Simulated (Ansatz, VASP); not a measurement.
## One calculation of Zr3Si2, two programs

```
Zr Si
1.0
     7.06558    0.00000    0.00000
     0.00000    7.06558    0.00000
     0.00000    0.00000    3.64449
Zr Si
6 4
Direct
  0.17448 0.67448 0.50000
  0.82552 0.32552 0.50000
  0.32552 0.17448 0.50000
  0.67448 0.82552 0.50000
  0.00000 0.00000 0.00000
  0.50000 0.50000 0.00000
  0.62239 0.12239 0.02058
  0.37761 0.87761 0.02058
  0.87761 0.62239 0.02058
  0.12239 0.37761 0.02058
```

Change from the starting cell: all Si atoms moved +0.075 Å, as atom 7 along Cartesian [0 0 1].

Alike in both runs: task single point; functional PBEsol; k mesh 6 × 6 × 12; occupations gaussian, width 0.15 eV; no spin polarisation.

|  | VASP | Ansatz |
| --- | --- | --- |
| version | VASP 6.6.1 | Ansatz 0.2.0 |
| potentials or method | VASP PAW PBE potentials, release 64 (Zr_sv, Si), cutoff 520 eV | scalar-relativistic, plane waves, PAW |
| valence electrons in the cell | 88 | 88 |

VASP gave:

| Quantity | Value |
| --- | --- |
| gap on the k mesh at the Fermi level (eV) | none |
| pressure (GPa) | 0.4 |
| rms of the force components (eV/Å) | 0.314 |

Question: Estimate Ansatz's values.

Answer: gap on the k mesh at the Fermi level (eV): none; pressure (GPa): 0.2; rms of the force components (eV/Å): 0.312.

VASP's potentials were made for PBE, not for PBEsol. Atom by atom the forces differ by 0.002 eV/Å (rms over components). A gap of «none» marks a metal or a gap that the smearing closes. The functional is the same, so the differences come from potentials, cutoffs and numerics.
